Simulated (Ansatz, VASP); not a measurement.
# One calculation of Os, two programs

```
Os
1.0
    -0.03890    1.92555    1.92555
     1.92555   -0.03890    1.92555
     1.92555    1.92555   -0.03890
Os
1
Direct
  0.00000 0.00000 0.00000
```

Change from the starting cell: equal xy, yz and zx shear strains of -2 %, crystal datasets.

Alike in both runs: task electric field gradients; functional PBEsol; k mesh 14 × 14 × 14; occupations fermi-dirac, width 0.05 eV; no spin polarisation.

|  | VASP | Ansatz |
| --- | --- | --- |
| version | VASP 6.6.1 | Ansatz 0.2.0 |
| potentials or method | VASP PAW PBE potentials, release 64 (Os), cutoff 520 eV | all-electron PAW with datasets made for the crystal, scalar-relativistic |

```csv
,VASP,Ansatz,Ansatz less VASP
pressure (GPa),-19.5,-19.4,+0.05
"traceless stress, the component that is largest in VASP (GPa)",5.00,5.01,+0.015
size of Vzz on the site where it differs most (V/Å²),61.3,50.5,-10.82
```

VASP's potentials were made for PBE, not for PBEsol. Ansatz ran all-electron here, and VASP with PAW potentials.

Spin-orbit coupling is off throughout.
